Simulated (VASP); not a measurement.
Input of a VASP 6.6.1 run:

File INCAR:

```
  PREC = Accurate
  ENCUT = 500
  EDIFF = 1E-6
  ISMEAR = 1
  SIGMA = 0.1
  LREAL = F
  LASPH = T
  NELM = 200
  ALGO = Normal
  ISIF = 2
  LWAVE = F
  LCHARG = F
  MAGMOM = 0 0 0 0 0 0
  LORBIT = 11
  LSORBIT = T
  GGA_COMPAT = F
  LORBMOM = T
  GGA = CA
  NBANDS = 30
```

The input KPOINTS:

```
Automatic mesh
0
Gamma
  8 8 8
```

The input POSCAR:

```
InAs
1.0
    0.0000000000      3.0180000000      3.0180000000
    3.0180000000      0.0000000000      3.0180000000
    3.0180000000      3.0180000000      0.0000000000
In As
1 1
Direct
    0.0000000000      0.0000000000      0.0000000000
    0.2500000000      0.2500000000      0.2500000000
```

Potentials or basis: VASP PAW LDA potentials, release 64 (In_d, As).

Run with:

```bash
$ cat potpaw_LDA.64/In_d/POTCAR potpaw_LDA.64/As/POTCAR > POTCAR
$ mpirun -np 1 vasp_ncl > vasp.out
```

Task: Estimate the net moment.

Result: 0.00 μB per cell.

Task: Estimate the pressure.

Result: -0.2 GPa.

Moments on the atoms (μB; x, y, z):
```
In  0.00 0.00 0.00
As  0.00 0.00 0.00
```
